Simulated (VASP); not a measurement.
# MgI (P6_3mc) in VASP: notebook, part 2 of 2

VASP 6.6.1. The steps go on from the part before.

## (3) Single point, PBE

This run uses another cell than the first one, of 47.46 Å³/atom.

File INCAR:

```
PREC = Accurate ; ENCUT = 520
EDIFF = 1E-6 ; ISMEAR = 0
SIGMA = 0.1 ; LREAL = False
LASPH = True ; NELM = 80
ALGO = Normal ; ISIF = 2
LWAVE = False ; LCHARG = True
GGA = PE ; LELF = True
LVHAR = True ; NBANDS = 17
```

File KPOINTS:

```
Automatic mesh
0
Gamma
  6 6 2
```

File POSCAR:

```
MgI
1.0
    5.1185830579      0.0000000000      0.0000000000
   -2.5592915290      4.4328229596      0.0000000000
    0.0000000000      0.0000000000      8.3666405438
Mg I
2 2
Direct
    0.3333333333      0.6666666667      0.3760590417
    0.6666666667      0.3333333333      0.8760590417
    0.3333333333      0.6666666667     -0.0029241117
    0.6666666667      0.3333333333      0.4970758883
```

Potentials or basis: VASP PAW PBE potentials, release 64 (Mg, I).

Command:

```
> cat potpaw_PBE.64/Mg/POTCAR potpaw_PBE.64/I/POTCAR > POTCAR
> mpirun -np 1 vasp_std > vasp.out
```

Run time: 93 s. Hardware: 1 thread of Intel Xeon 8259CL, shared host; peak memory 0.31 GiB.

It converged, with:

| Property | Result |
| --- | --- |
| Free energy | -6.6589 eV |
| Pressure | 0.1 GPa |
| Largest force | 0.020 eV/Å |
| Band gap on the k mesh | zero (bands 9 and 10 overlap by 1.42 eV) |

Forces in eV/Å, atoms in the order of the input:
```
Mg   0.000  0.000  0.020
Mg   0.000  0.000  0.020
I    0.000  0.000 -0.020
I    0.000  0.000 -0.020
```

Levels at points of the mesh, in eV from the Fermi level:
| k point | band 5 | band 6 | band 7 | band 8 | band 9 | band 10 | band 11 | band 12 | band 13 | band 14 |
| --- | --- | --- | --- | --- | --- | --- | --- | --- | --- | --- |
| (0.00, 0.00, 0.00) | -4.21 | -4.02 | -4.02 | -3.99 | -1.87 | -0.62 | 2.30 | 2.30 | 2.47 | 2.90 |
| (0.50, 0.00, 0.00) | -4.78 | -4.50 | -4.34 | -4.20 | -0.19 | 0.19 | 1.31 | 1.86 | 2.60 | 3.15 |
| (0.00, 0.00, 0.50) | -4.12 | -4.12 | -4.12 | -4.12 | -0.84 | -0.84 | 2.00 | 2.00 | 2.50 | 2.50 |
| (0.50, 0.00, 0.50) | -4.36 | -4.36 | -4.35 | -4.35 | -0.11 | -0.11 | 1.34 | 1.34 | 3.19 | 3.19 |

Caveat: the k points lie up to 0.38 Å⁻¹ apart, too coarse for converged energies and pressures of a metal; spin-orbit coupling is left out, which moves the levels of the heavy elements.

## (4) Relaxation of cell and atoms, PBE

File INCAR:

```
PREC     = Accurate       # precision mode
ENCUT    = 600            # plane-wave cutoff, eV
EDIFF    = 1E-7           # SCF threshold, eV
ISMEAR   = 0              # smearing method
SIGMA    = 0.1            # smearing width, eV
LREAL    = F              # projectors in reciprocal space
LASPH    = T              # aspherical terms in the spheres
NELM     = 100            # most SCF steps
ALGO     = Normal         # electronic algorithm
ISIF     = 3              # what is computed and relaxed
LWAVE    = F              # write WAVECAR
LCHARG   = F              # write CHGCAR
GGA      = PE             # functional
IBRION   = 2              # ionic algorithm
NSW      = 90             # ionic steps
EDIFFG   = -0.04          # ionic threshold
```

KPOINTS is that of step 3.

File POSCAR:

```
MgI
1.0
    4.6610000000      0.0000000000      0.0000000000
   -2.3305000000      4.0365444100      0.0000000000
    0.0000000000      0.0000000000      7.6688077200
Mg I
2 2
Direct
    0.3333333300      0.6666666700      0.3731349300
    0.6666666700      0.3333333300      0.8731349300
    0.3333333300      0.6666666700      0.0000000000
    0.6666666700      0.3333333300      0.5000000000
```

Command:

```
> cat potpaw_PBE.64/Mg/POTCAR potpaw_PBE.64/I/POTCAR > POTCAR
> mpirun -np 1 vasp_std > vasp.out
```

Wall time 5.6 min (1 thread of Intel Xeon 8259CL, shared host); peak memory 0.33 GiB.

The run converged. Its results:

* Free energy: -6.6558 eV
* Relaxed volume: 47.64 Å³/atom
* Relaxed cell: a = 5.116 Å, b = 5.116 Å, c = 8.408 Å, α = 90.00°, β = 90.00°, γ = 120.00°
* Space group after relaxing (to 0.1 Å): P6_3mc (No. 186)
* Energy gained by relaxing: 139.7 meV/atom
* Ionic steps: 4
* Pressure after relaxing: 0.0 GPa
* Largest force after relaxing: 0.040 eV/Å
* Band gap on the k mesh: zero (bands 9 and 10 overlap by 1.39 eV)

Forces on the atoms (eV/Å):
```
Mg   0.000  0.000  0.040
Mg   0.000  0.000  0.040
I    0.000  0.000 -0.040
I    0.000  0.000 -0.040
```

Stress tensor (GPa, compression positive):
```
-0.01  0.00  0.00
 0.00 -0.01  0.00
 0.00  0.00  0.07
```

Step by step:
```tsv
step	energy change (eV)	largest force (eV/Å)	pressure (GPa)	volume (Å³)
1	0.0000	0.0323	4.80	144.28
2	-0.4495	0.0172	1.64	168.07
3	-0.5528	0.0353	0.34	185.19
4	-0.5588	0.0396	0.01	190.56
```

Final structure:
```
Mg I
1.0
     5.11564    0.00000    0.00000
    -2.55782    4.43027    0.00000
     0.00000    0.00000    8.40824
Mg I
2 2
Direct
  0.33333 0.66667 0.37350
  0.66667 0.33333 0.87350
  0.33333 0.66667 0.99963
  0.66667 0.33333 0.49963
```

Levels at points of the mesh, in eV from the Fermi level:
```csv
k point,band 5,band 6,band 7,band 8,band 9,band 10,band 11,band 12,band 13
"(0.00, 0.00, 0.00)",-4.16,-4.00,-3.98,-3.98,-1.86,-0.55,2.34,2.34,2.47
"(0.50, 0.00, 0.00)",-4.78,-4.46,-4.34,-4.16,-0.19,0.23,1.30,1.85,2.58
"(0.00, 0.00, 0.50)",-4.07,-4.07,-4.07,-4.07,-0.81,-0.81,2.01,2.01,2.54
"(0.50, 0.00, 0.50)",-4.35,-4.35,-4.31,-4.31,-0.11,-0.11,1.37,1.37,3.20
```

Caveat: the k points lie up to 0.37 Å⁻¹ apart in the final cell, too coarse for converged energies and pressures of a metal; the volume moved by over 15 % at a fixed basis, so the end points are rough; spin-orbit coupling is left out, which moves the levels of the heavy elements.

## (5) Single point, PBE

This run uses another cell than the first one, of 36.86 Å³/atom.

File INCAR:

```
SYSTEM = MgI
PREC = Accurate
ENCUT = 520
EDIFF = 1E-6
ISMEAR = 0
SIGMA = 0.1
LREAL = .FALSE.
LASPH = .TRUE.
NELM = 60
ALGO = Normal
ISIF = 2
LWAVE = .FALSE.
LCHARG = .FALSE.
GGA = PE
NBANDS = 17
```

File KPOINTS:

```
regular mesh
0
G
  12 12 6
  0 0 0
```

File POSCAR:

```
MgI
1.0
    4.1315191182      0.0000000000      0.0000000000
   -2.0657595591      3.5780005126      0.0000000000
    0.0000000000      0.0000000000      9.9747116191
Mg I
2 2
Direct
    0.3333333333      0.6666666667      0.3421303459
    0.6666666667      0.3333333333      0.8421303459
    0.3333333333      0.6666666667      1.0310045841
    0.6666666667      0.3333333333      0.5310045841
```

Command:

```
> cat potpaw_PBE.64/Mg/POTCAR potpaw_PBE.64/I/POTCAR > POTCAR
> mpirun -np 1 vasp_std > vasp.out
```

It took 5.4 min on 1 thread of Intel Xeon 8259CL, shared host; peak memory 0.39 GiB.

Results (log left out):

```
Free energy            : -7.0944 eV
Pressure               : 0.0 GPa
Band gap on the k mesh : zero (bands 9 and 10 overlap by 1.23 eV)
```

Levels at points of the mesh, in eV from the Fermi level:
```tsv
k point	band 6	band 7	band 8	band 9	band 10	band 11	band 12	band 13
(0.00, 0.00, 0.00)	-2.70	-2.65	-2.65	-2.25	1.30	2.28	2.96	4.71
(0.50, 0.00, 0.00)	-4.41	-3.41	-3.30	-0.19	0.50	0.89	1.32	2.81
(0.00, 0.00, 0.50)	-2.68	-2.68	-2.68	-0.65	-0.65	2.74	2.74	4.86
(0.50, 0.00, 0.50)	-4.55	-3.35	-3.35	-0.31	-0.31	1.88	1.88	2.85
```

Caveat: spin-orbit coupling is left out, which moves the levels of the heavy elements.

## (6) Relaxation of cell and atoms, PBE

This run uses another cell than the first one, of 36.86 Å³/atom.

File INCAR:

```
ALGO = Normal
EDIFF = 1E-7
EDIFFG = -0.01
ENCUT = 600
GGA = PE
IBRION = 2
ISIF = 3
ISMEAR = 0
LASPH = True
LCHARG = False
LREAL = False
LWAVE = False
NELM = 100
NSW = 100
PREC = Accurate
SIGMA = 0.1
```

File KPOINTS:

```
k-points
0
Gamma
  12 12 6
```

POSCAR is that of step 5.

Potentials or basis: VASP PAW PBE potentials, release 64 (Mg, I).

Command:

```
> cat potpaw_PBE.64/Mg/POTCAR potpaw_PBE.64/I/POTCAR > POTCAR
> mpirun -np 1 vasp_std > vasp.out
```

Run time: 8.1 min. Hardware: 1 thread of Intel Xeon 8259CL, shared host; peak memory 0.46 GiB.

The run converged. Its results:

```yaml
Free_energy: -7.0944 eV
Relaxed_volume: 36.81 Å³/atom
Relaxed_cell: a = 4.130 Å, b = 4.130 Å, c = 9.968 Å, α = 90.00°, β = 90.00°, γ = 120.00°
Space_group_after_relaxing_to_0.1_Å: P6_3mc (No. 186)
Energy_gained_by_relaxing: 0.0 meV/atom
Ionic_steps: 2
Pressure_after_relaxing: 0.0 GPa
Band_gap_on_the_k_mesh: zero (bands 9 and 10 overlap by 1.22 eV)
```

Final structure:
```
CELL_PARAMETERS angstrom
4.12987 0.00000 0.00000
-2.06493 3.57657 0.00000
0.00000 0.00000 9.96779
ATOMIC_POSITIONS crystal
Mg 0.33333 0.66667 0.34214
Mg 0.66667 0.33333 0.84214
I 0.33333 0.66667 0.03100
I 0.66667 0.33333 0.53100
```

Levels at points of the mesh, in eV from the Fermi level:
| k point | band 5 | band 6 | band 7 | band 8 | band 9 | band 10 | band 11 | band 12 | band 13 |
| --- | --- | --- | --- | --- | --- | --- | --- | --- | --- |
| (0.00, 0.00, 0.00) | -2.70 | -2.70 | -2.66 | -2.66 | -2.26 | 1.31 | 2.28 | 2.96 | 4.71 |
| (0.50, 0.00, 0.00) | -4.82 | -4.41 | -3.41 | -3.30 | -0.19 | 0.49 | 0.89 | 1.31 | 2.81 |
| (0.00, 0.00, 0.50) | -2.68 | -2.68 | -2.68 | -2.68 | -0.65 | -0.65 | 2.74 | 2.74 | 4.85 |
| (0.50, 0.00, 0.50) | -4.56 | -4.56 | -3.36 | -3.36 | -0.31 | -0.31 | 1.88 | 1.88 | 2.85 |

Caveat: spin-orbit coupling is left out, which moves the levels of the heavy elements.

## (7) Summary

```tsv
task	cell	k mesh	cutoff (eV)	gap on the mesh (eV)	pressure (GPa)	relaxed volume (Å³/atom)	largest force (eV/Å)
single point	a = 4.661, b = 4.661, c = 7.669 Å, angles 90.0, 90.0, 120.0°, 4 atoms, atomic positions A	6 × 6 × 2	520	none	4.8	-	0.03
single point	a = 5.119, b = 5.119, c = 8.367 Å, angles 90.0, 90.0, 120.0°, 4 atoms, atomic positions B	6 × 6 × 2	520	none	0.1	-	0.02
relaxation of cell and atoms	relaxed from a = 4.661, b = 4.661, c = 7.669 Å, angles 90.0, 90.0, 120.0°, 4 atoms, atomic positions A	6 × 6 × 2	600	none	0.0	47.64	0.04
single point	a = 4.132, b = 4.132, c = 9.975 Å, angles 90.0, 90.0, 120.0°, 4 atoms, atomic positions C	12 × 12 × 6	520	none	0.0	-	-
relaxation of cell and atoms	relaxed from a = 4.132, b = 4.132, c = 9.975 Å, angles 90.0, 90.0, 120.0°, 4 atoms, atomic positions C	12 × 12 × 6	600	none	0.0	36.81	-
```

Alike in all rows: level PBE; potentials or basis VASP PAW PBE potentials, release 64 (Mg, I); no spin polarisation; smearing gaussian 0.1 eV.

Caveats: some runs use coarse meshes; spin-orbit coupling is left out, which moves the levels of the heavy elements; the volume moved by over 15 % at a fixed basis, so the end points are rough (at least some runs).

Total energies depend on the potentials used, so only differences within one code and one set of settings carry meaning.
